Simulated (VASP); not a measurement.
# Mo8S15O (a cell with a defect) in VASP: notebook

The runs below take Mo8S15O (a cell with a defect) through single point, relaxation of the atoms, with PBE.

All numbers are computed with VASP 6.6.1; they aren't measurements. Logs are shortened: lines on timing, memory, paths and dates and some standing lists are left out, and cuts for length are marked.

## 1. The cell of the first run

The cell holds a defect, 24 atoms: a = 6.338 Å, b = 6.338 Å, c = 12.324 Å, α = 90.00°, β = 90.00°, γ = 120.00°.

## 2. Single point, PBE

INCAR

```
SYSTEM = Mo8S15O
PREC = Accurate ; ENCUT = 520
EDIFF = 1E-6 ; ISMEAR = -1
SIGMA = 0.01 ; LREAL = Auto
LASPH = .True. ; NELM = 60
ALGO = Normal ; ISIF = 2
LWAVE = .False. ; LCHARG = .False.
GGA = PE ; NBANDS = 122
LUSENCCL = .False.
```

KPOINTS

```
regular mesh
0
Gamma
  4 4 2
  0 0 0
```

POSCAR

```
Mo8S15O
1.0
    6.3380000000      0.0000000000      0.0000000000
   -3.1690000000      5.4888690092      0.0000000000
    0.0000000000      0.0000000000     12.3240000000
Mo O S
8 1 15
Direct
    0.1666666667      0.3333333333      0.2497186965
    0.1667234648      0.8333617324      0.2502270496
    0.6666382676      0.3332765352      0.2502270496
    0.6666382676      0.8333617324      0.2502270496
    0.3280017309      0.1719982691      0.7469344786
    0.3280017309      0.6560034618      0.7469344786
    0.8439965382      0.1719982691      0.7469344786
    0.8333333333      0.6666666667      0.7461527821
    0.1666666667      0.3333333333      0.6577338307
    0.1670718854      0.8335359427      0.6196943102
    0.6664640573      0.3329281146      0.6196943102
    0.6664640573      0.8335359427      0.6196943102
    0.3335832836      0.1664167164      0.1233488344
    0.3335832836      0.6671665672      0.1233488344
    0.8328334328      0.1664167164      0.1233488344
    0.8333333333      0.6666666667      0.1233941021
    0.1666666667      0.3333333333      0.8800284538
    0.1707996538      0.8353998269      0.8716100204
    0.6646001731      0.3292003462      0.8716100204
    0.6646001731      0.8353998269      0.8716100204
    0.3329136719      0.1670863281      0.3768719287
    0.3329136719      0.6658273438      0.3768719287
    0.8341726562      0.1670863281      0.3768719287
    0.8333333333      0.6666666667      0.3769122689
```

Potentials or basis: VASP PAW PBE potentials, release 64 (Mo_sv, O, S).

Command:

```console
> cat potpaw_PBE.64/Mo_sv/POTCAR potpaw_PBE.64/O/POTCAR potpaw_PBE.64/S/POTCAR > POTCAR
> mpirun -np 1 vasp_std > vasp.out
```

OUTCAR:

```text
SYSTEM = Mo8S15O
   PREC = Accurate
   ENCUT = 520
   EDIFF = 1E-6
   ISMEAR = -1
   LREAL = Auto
   LASPH = .True.
   NELM = 60
   ISIF = 2
   GGA = PE

 ion  position               nearest neighbor table
   1  0.167  0.333  0.250-  13 2.40  15 2.40  14 2.40  21 2.41  23 2.41  22 2.41   3 3.17   2 3.17
                             4 3.17   4 3.17   3 3.17   2 3.17
   2  0.167  0.833  0.250-  24 2.41  14 2.41  13 2.41  22 2.41  21 2.41  16 2.41   4 3.17   3 3.17
                             1 3.17   1 3.17   4 3.17   3 3.17
   3  0.667  0.333  0.250-  24 2.41  15 2.41  13 2.41  21 2.41  23 2.41  16 2.41   2 3.17   4 3.17
                             1 3.17   1 3.17   4 3.17   2 3.17
   4  0.667  0.833  0.250-  24 2.41  14 2.41  15 2.41  22 2.41  23 2.41  16 2.41   2 3.17   3 3.17
                             1 3.17   1 3.17   2 3.17   3 3.17
   5  0.328  0.172  0.747-   9 2.08  19 2.40  18 2.40  17 2.41  11 2.43  10 2.43   7 3.07   6 3.07
                             8 3.17   8 3.17   7 3.27   6 3.27
   6  0.328  0.656  0.747-   9 2.08  18 2.40  20 2.40  17 2.41  12 2.43  10 2.43   5 3.07   7 3.07
                             8 3.17   8 3.17   5 3.27   7 3.27
   7  0.844  0.172  0.747-   9 2.08  19 2.40  20 2.40  17 2.41  11 2.43  12 2.43   5 3.07   6 3.07
                             8 3.17   8 3.17   5 3.27   6 3.27
   8  0.833  0.667  0.746-  12 2.41  10 2.41  11 2.41  20 2.41  18 2.41  19 2.41   6 3.17   7 3.17
                             5 3.17   5 3.17   6 3.17   7 3.17
   9  0.167  0.333  0.658-   5 2.08   7 2.08   6 2.08
  10  0.167  0.834  0.620-   8 2.41   6 2.43   5 2.43
  11  0.666  0.333  0.620-   8 2.41   5 2.43   7 2.43
  12  0.666  0.834  0.620-   8 2.41   6 2.43   7 2.43
  13  0.334  0.166  0.123-   1 2.40   3 2.41   2 2.41
  14  0.334  0.667  0.123-   1 2.40   2 2.41   4 2.41
[... 8 lines left out ...]
  23  0.834  0.167  0.377-   1 2.41   3 2.41   4 2.41
  24  0.833  0.667  0.377-   4 2.41   2 2.41   3 2.41

  LATTYP: Found a hexagonal cell.
 ALAT       =     6.3380000000
 C/A-ratio  =     1.9444619754

  Lattice vectors:

 A1 = (   6.3380000000,   0.0000000000,   0.0000000000)
 A2 = (  -3.1690000000,   5.4888690092,   0.0000000000)
 A3 = (   0.0000000000,   0.0000000000,  12.3240000000)

Analysis of symmetry for initial positions (statically):
=====================================================================
 Subroutine PRICEL returns:
 Original cell was already a primitive cell.

 Routine SETGRP: Setting up the symmetry group for a
 hexagonal supercell.

 Subroutine GETGRP returns: Found  6 space group operations
 (whereof  2 operations were pure point group operations)
 out of a pool of 24 trial point group operations.

The static configuration has the point symmetry C_1h.
 The point group associated with its full space group is C_3v.

Analysis of symmetry for dynamics (positions and initial velocities):
=====================================================================
 Subroutine PRICEL returns:
 Original cell was already a primitive cell.

 Routine SETGRP: Setting up the symmetry group for a
 hexagonal supercell.

 Subroutine GETGRP returns: Found  6 space group operations
 (whereof  2 operations were pure point group operations)
 out of a pool of 24 trial point group operations.

The dynamic configuration has the point symmetry C_1h.
 The point group associated with its full space group is C_3v.

 Subroutine INISYM returns: Found  6 space group operations
 (whereof  2 operations are pure point group operations),
 and found     1 'primitive' translations

----------------------------------------------------------------------------------------

                                     Primitive cell

  volume of cell :     428.7329

  direct lattice vectors                    reciprocal lattice vectors
     6.338000000  0.000000000  0.000000000     0.157778479  0.091093447 -0.000000000
    -3.169000000  5.488869009  0.000000000     0.000000000  0.182186895  0.000000000
     0.000000000  0.000000000 12.324000000     0.000000000 -0.000000000  0.081142486

  length of vectors
     6.338000000  6.338000000 12.324000000     0.182186895  0.182186895  0.081142486

  position of ions in fractional coordinates (direct lattice)
     0.166666667  0.333333333  0.249718696
     0.166723465  0.833361732  0.250227050
     0.666638268  0.333276535  0.250227050
     0.666638268  0.833361732  0.250227050
     0.328001731  0.171998269  0.746934479
     0.328001731  0.656003462  0.746934479
[... 16 lines left out ...]
     0.834172656  0.167086328  0.376871929
     0.833333333  0.666666667  0.376912269

  ion indices of the primitive-cell ions
   primitive index   ion index
                 1           1
                 2           2
                 3           3
                 4           4
                 5           5
                 6           6
[... 16 lines left out ...]
                23          23
                24          24

[... 56 lines left out ...]
   EDIFFG = 0.1E-04   stopping-criterion for IOM
   NSW    =      0    number of steps for IOM
   IBRION =     -1    ionic relax: 0-MD 1-quasi-New 2-CG
   NFREE  =      0    steps in history (QN), initial steepest desc. (CG)
   ISIF   =      2    stress and relaxation
   ISYM   =      2    0-nonsym 1-usesym 2-fastsym
   POTIM  = 0.5000    time-step for ionic-motion
   TEBEG  =    0.0;   TEEND  =   0.0 temperature during run
   PSTRESS=    0.0 pullay stress
   NELECT =     208.0000    total number of electrons
   NUPDOWN=      -1.0000    fix difference up-down
   EMIN   =  10.00;   EMAX   =-10.00  energy-range for DOS
   EFERMI =   0.00;   METHOD = LEGACY
   ISMEAR =    -1;   SIGMA  =   0.01  broadening in eV -4-tet -1-fermi 0-gaus
   EFERMI_NEDOS =   21; number of points for ismear=-14 and -15
   IALGO  =     38    algorithm
   IMIX   =      4    mixing-type and parameters
     AMIX     =   0.40;   BMIX     =  1.00
     AMIX_MAG =   1.60;   BMIX_MAG =  1.00
  volume/ion in A,a.u.               =      17.86       120.55
  Fermi-wavevector in a.u.,A,eV,Ry     =   1.286373  2.430893 22.514325  1.654756
  Thomas-Fermi vector in A             =   2.418452
   LORBIT       =      0    0 simple, 1 ext, 2 COOP (PROOUT), +10 PAW based schemes
   GGA     = PE    functional components
   LHFCALC =     F    Hartree Fock is set to
   AEXX    =    0.0000 exact exchange contribution
   IVDW    =     0    specifies the selected vdW correction
   LEPSILON=     F    determine dielectric tensor
   LRPA    =     F    only Hartree local field effects (RPA)
 non-spin polarized calculation
  energy-cutoff  :      520.00
  volume of cell :      428.73
 maximum number of plane-waves:     11595
 NGX is ok and might be reduce to    48
   NGX = 23   NGY = 23   NGZ = 45

 number of electron     207.9999996 magnetization

 Free energy of the ion-electron system (eV)
  ---------------------------------------------------
  ext. energy  EPLUGINS =         0.00000000
  ---------------------------------------------------
  free energy    TOTEN  =      -176.55743613 eV

  energy without entropy =     -176.55743613  energy(sigma->0) =     -176.55743613

 E-fermi :   7.5091     XC(G=0): -10.6933

 val. band max:        7.2719750534   @ k =   0.0000   0.0000   0.0000
 cond. band min:       8.1510962969   @ k =   0.2500   0.2500   0.0000
 fundamental gap:      0.8791212435
 Fermi energy:         7.5091301884

 k-point     1 :       0.0000    0.0000    0.0000
  band No.  band energies     occupation
      1     -54.5487      2.00000
      2     -54.5142      2.00000
      3     -54.5142      2.00000
      4     -54.3528      2.00000
      5     -54.2880      2.00000
      6     -54.2485      2.00000
[... 108 lines left out ...]
    115       9.1546      0.00000
    116       9.3429      0.00000

 k-point     2 :       0.2500    0.0000    0.0000
  band No.  band energies     occupation
      1     -54.5447      2.00000
      2     -54.5178      2.00000
      3     -54.5142      2.00000
      4     -54.3533      2.00000
      5     -54.2822      2.00000
      6     -54.2542      2.00000
[... 706 lines left out ...]
 k-point     8 :       0.2500    0.2500    0.5000
  band No.  band energies     occupation
      1     -54.5392      2.00000
      2     -54.5225      2.00000
      3     -54.5145      2.00000
      4     -54.3537      2.00000
      5     -54.2723      2.00000
      6     -54.2584      2.00000
[... 108 lines left out ...]
    115       9.0054      0.00000
    116       9.0124      0.00000
 [bands above 116 left out]

------------------------ aborting loop because EDIFF is reached ----------------------------------------

  FORCE on cell =-STRESS in cart. coord.  units (eV):
  Direction    XX          YY          ZZ          XY          YZ          ZX
  --------------------------------------------------------------------------------------
  -------------------------------------------------------------------------------------
  Total       -0.8705027     -0.8705027      6.4992964     -0.0000000      0.0000000      0.0000000
  in kB       -3.2530737     -3.2530737     24.2879095     -0.0000000      0.0000000      0.0000000
  external PRESSURE =       5.9272540 kB  Pullay stress =       0.0000000 kB

 VOLUME and BASIS-vectors are now :
 -----------------------------------------------------------------------------
  energy-cutoff  :      520.00
  volume of cell :      428.73
      direct lattice vectors                 reciprocal lattice vectors
     6.338000000  0.000000000  0.000000000     0.157778479  0.091093447 -0.000000000
    -3.169000000  5.488869009  0.000000000     0.000000000  0.182186895  0.000000000
     0.000000000  0.000000000 12.324000000     0.000000000 -0.000000000  0.081142486

 POSITION                                       TOTAL-FORCE (eV/Angst)
 -----------------------------------------------------------------------------------
      0.00000      1.82962      3.07753        -0.000000      0.000000      0.002609
     -1.58423      4.57421      3.08380         0.000040      0.000023      0.000990
      3.16900      1.82931      3.08380        -0.000000     -0.000046      0.000990
      1.58423      4.57421      3.08380        -0.000040      0.000023      0.000990
      1.53381      0.94408      9.20522         0.039131     -0.022592      0.019187
      0.00000      3.60072      9.20522         0.000000      0.045185      0.019187
[... 16 lines left out ...]
      4.75749      0.91711      4.64457        -0.000387     -0.000223     -0.011945
      3.16900      3.65925      4.64507        -0.000000     -0.000000     -0.014719
 -----------------------------------------------------------------------------------
    total drift:                                0.000004     -0.000001      0.006534

  FREE ENERGIE OF THE ION-ELECTRON SYSTEM (eV)
  ---------------------------------------------------
  free  energy   TOTEN  =      -176.5574361264 eV

  energy  without entropy=     -176.5574361264  energy(sigma->0) =     -176.55743613
```

It took 3.1 min on 1 × NVIDIA H100 80GB with 1 thread of AMD EPYC 7R13 (Zen 3), shared host; peak memory 1.6 GiB.

Results:

```yaml
Free_energy: -176.5574 eV
Pressure: 0.6 GPa
Largest_force: 0.049 eV/Å
Band_gap_on_the_k_mesh: 0.88 eV
```

Forces on the atoms (eV/Å):
```
Mo   0.000  0.000  0.003
Mo   0.000  0.000  0.001
Mo   0.000  0.000  0.001
Mo   0.000  0.000  0.001
Mo   0.039 -0.023  0.019
Mo   0.000  0.045  0.019
Mo  -0.039 -0.023  0.019
Mo   0.000  0.000 -0.013
O    0.000  0.000 -0.040
S   -0.001  0.000  0.021
S    0.000  0.001  0.021
S    0.001  0.000  0.021
S    0.001 -0.001  0.011
S    0.000  0.001  0.011
S   -0.001 -0.001  0.011
S    0.000  0.000  0.010
S    0.000  0.000 -0.010
S    0.008  0.005 -0.018
S    0.000 -0.009 -0.018
S   -0.008  0.005 -0.018
S    0.000  0.000 -0.012
S    0.000  0.000 -0.012
S    0.000  0.000 -0.012
S    0.000  0.000 -0.015
```

## 3. Relaxation of the atoms, PBE

INCAR

```
PREC     = Accurate       # precision mode
ENCUT    = 520            # plane-wave cutoff, eV
EDIFF    = 1E-6           # SCF threshold, eV
ISMEAR   = -1             # smearing method
SIGMA    = 0.01           # smearing width, eV
LREAL    = Auto         
LASPH    = T              # aspherical terms in the spheres
NELM     = 100            # most SCF steps
ALGO     = Normal         # electronic algorithm
ISIF     = 2              # what is computed and relaxed
LWAVE    = F              # write WAVECAR
LCHARG   = F              # write CHGCAR
GGA      = PE             # functional
IBRION   = 2              # ionic algorithm
NSW      = 60             # ionic steps
EDIFFG   = -0.03          # ionic threshold
LUSENCCL = F
```

KPOINTS

```
regular mesh
0
Gamma
  4 4 2
```

POSCAR

```
Mo8S15O
1.0
    6.3380000000      0.0000000000      0.0000000000
   -3.1690000000      5.4888690092      0.0000000000
    0.0000000000      0.0000000000     12.3240000000
Mo O S
8 1 15
Direct
    0.1666666666      0.3333333334      0.2500000000
    0.1666666666      0.8333333334      0.2500000000
    0.6666666666      0.3333333334      0.2500000000
    0.6666666666      0.8333333334      0.2500000000
    0.3333333334      0.1666666666      0.7500000000
    0.3333333334      0.6666666666      0.7500000000
    0.8333333334      0.1666666666      0.7500000000
    0.8333333334      0.6666666666      0.7500000000
    0.1666666666      0.3333333334      0.6230000000
    0.1666666666      0.8333333334      0.6230000000
    0.6666666666      0.3333333334      0.6230000000
    0.6666666666      0.8333333334      0.6230000000
    0.3333333334      0.1666666666      0.1230000000
    0.3333333334      0.6666666666      0.1230000000
    0.8333333334      0.1666666666      0.1230000000
    0.8333333334      0.6666666666      0.1230000000
    0.1666666666      0.3333333334      0.8770000000
    0.1666666666      0.8333333334      0.8770000000
    0.6666666666      0.3333333334      0.8770000000
    0.6666666666      0.8333333334      0.8770000000
    0.3333333334      0.1666666666      0.3770000000
    0.3333333334      0.6666666666      0.3770000000
    0.8333333334      0.1666666666      0.3770000000
    0.8333333334      0.6666666666      0.3770000000
```

Potentials or basis: VASP PAW PBE potentials, release 64 (Mo_sv, O, S).

Command:

```console
> cat potpaw_PBE.64/Mo_sv/POTCAR potpaw_PBE.64/O/POTCAR potpaw_PBE.64/S/POTCAR > POTCAR
> mpirun -np 1 vasp_std > vasp.out
```

Run time: 25 min. Hardware: 1 × NVIDIA H100 80GB with 1 thread of AMD EPYC 7R13 (Zen 3), shared host; peak memory 1.6 GiB.

Results (log left out):

- Free energy: -176.5576 eV
- Energy gained by relaxing: 56.6 meV/atom
- Ionic steps: 15
- Pressure after relaxing: 0.6 GPa
- Largest force after relaxing: 0.015 eV/Å
- Band gap on the k mesh: 0.88 eV

Forces on the atoms (eV/Å):
```
Mo   0.000  0.000 -0.004
Mo   0.000  0.000  0.003
Mo   0.000  0.000  0.003
Mo   0.000  0.000  0.003
Mo  -0.003  0.002  0.014
Mo   0.000 -0.003  0.014
Mo   0.003  0.002  0.014
Mo   0.000  0.000  0.004
O    0.000  0.000 -0.014
S    0.005  0.003 -0.005
S    0.000 -0.006 -0.005
S   -0.005  0.003 -0.005
S    0.001 -0.001 -0.004
S    0.000  0.001 -0.004
S   -0.001 -0.001 -0.004
S    0.000  0.000  0.005
S    0.000  0.000 -0.014
S   -0.006 -0.004 -0.001
S    0.000  0.007 -0.001
S    0.006 -0.004 -0.001
S   -0.002  0.001 -0.002
S    0.000 -0.003 -0.002
S    0.002  0.001 -0.002
S    0.000  0.000  0.005
```

Stress tensor (GPa, compression positive):
```
-0.30  0.00  0.00
 0.00 -0.30  0.00
 0.00  0.00  2.53
```

Step by step:
```csv
step,energy change (eV),largest force (eV/Å),pressure (GPa)
1,0.0000,4.2891,-0.96
2,-0.9585,2.1782,-0.16
3,-0.9874,1.4854,0.16
4,-1.2531,1.1941,1.34
5,-1.2595,1.0339,1.16
6,-1.3295,0.5829,0.86
7,-1.3418,0.3066,0.90
8,-1.3509,0.1684,0.65
9,-1.3509,0.1703,0.65
10,-1.3561,0.0825,0.53
11,-1.3562,0.0861,0.51
12,-1.3581,0.0559,0.60
13,-1.3583,0.0506,0.63
14,-1.3584,0.0363,0.66
15,-1.3584,0.0146,0.65
```

Final structure:
```yaml
crystal:
  lattice:
    - [6.33800, 0.00000, 0.00000]
    - [-3.16900, 5.48887, 0.00000]
    - [0.00000, 0.00000, 12.32400]
  atoms:
    - { symbol: Mo, position: [0.16667, 0.33333, 0.24980] }
    - { symbol: Mo, position: [0.16672, 0.83336, 0.25021] }
    - { symbol: Mo, position: [0.66664, 0.33328, 0.25021] }
    - { symbol: Mo, position: [0.66664, 0.83336, 0.25021] }
    - { symbol: Mo, position: [0.32813, 0.17187, 0.74690] }
    - { symbol: Mo, position: [0.32813, 0.65626, 0.74690] }
    - { symbol: Mo, position: [0.84374, 0.17187, 0.74690] }
    - { symbol: Mo, position: [0.83333, 0.66667, 0.74621] }
    - { symbol: O, position: [0.16667, 0.33333, 0.65761] }
    - { symbol: S, position: [0.16693, 0.83347, 0.61980] }
    - { symbol: S, position: [0.66653, 0.33307, 0.61980] }
    - { symbol: S, position: [0.66653, 0.83347, 0.61980] }
    - { symbol: S, position: [0.33355, 0.16645, 0.12343] }
    - { symbol: S, position: [0.33355, 0.66710, 0.12343] }
    - { symbol: S, position: [0.83290, 0.16645, 0.12343] }
    - { symbol: S, position: [0.83333, 0.66667, 0.12338] }
    - { symbol: S, position: [0.16667, 0.33333, 0.87994] }
    - { symbol: S, position: [0.17108, 0.83554, 0.87156] }
    - { symbol: S, position: [0.66446, 0.32892, 0.87156] }
    - { symbol: S, position: [0.66446, 0.83554, 0.87156] }
    - { symbol: S, position: [0.33297, 0.16703, 0.37685] }
    - { symbol: S, position: [0.33297, 0.66593, 0.37685] }
    - { symbol: S, position: [0.83407, 0.16703, 0.37685] }
    - { symbol: S, position: [0.83333, 0.66667, 0.37680] }
```

Levels at points of the mesh, in eV from the valence-band top:
| k point | band 100 | band 101 | band 102 | band 103 | band 104 | band 105 | band 106 | band 107 | band 108 | band 109 |
| --- | --- | --- | --- | --- | --- | --- | --- | --- | --- | --- |
| (0.00, 0.00, 0.00) | -1.32 | -1.32 | -1.31 | -0.92 | 0.00 | 1.38 | 1.38 | 1.52 | 1.58 | 1.58 |
| (0.50, 0.00, 0.00) | -1.43 | -1.40 | -1.24 | -1.23 | -1.17 | 1.11 | 1.15 | 1.16 | 1.27 | 1.31 |
| (0.00, 0.00, 0.50) | -1.37 | -1.36 | -1.36 | -0.36 | -0.16 | 1.38 | 1.38 | 1.53 | 1.58 | 1.58 |
| (0.50, 0.00, 0.50) | -1.42 | -1.41 | -1.24 | -1.24 | -1.17 | 1.21 | 1.27 | 1.36 | 1.38 | 1.44 |
